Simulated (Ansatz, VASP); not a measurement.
## SiBBr: VASP beside Ansatz

```
Si B Br
1.0
     2.93615    0.00000    0.00000
     0.00000    2.93615    0.00000
     0.00000    0.00000    4.86116
Si B Br
1 1 1
Direct
  0.00000 0.00000 0.50000
  0.50000 0.50000 0.00000
  0.00000 0.00000 0.00000
```

Alike in both runs: task single point; functional PBE; k mesh 6 × 6 × 4; occupations gaussian, width 0.1 eV; no spin polarisation.

|  | VASP | Ansatz |
| --- | --- | --- |
| version | VASP 6.6.1 | Ansatz 0.2.0 |
| potentials or method | VASP PAW PBE potentials, release 64 (Si, B, Br), cutoff 520 eV | scalar-relativistic, plane waves, PAW |
| valence electrons in the cell | 14 | 14 |

```tsv
	VASP	Ansatz	Ansatz less VASP
gap on the k mesh at the Fermi level (eV)	none	none	-
pressure (GPa)	24.4	24.4	-0.05
traceless stress, the component that is largest in VASP (GPa)	7.67	7.68	+0.007
```

A gap of «none» marks a metal or a gap that the smearing closes.
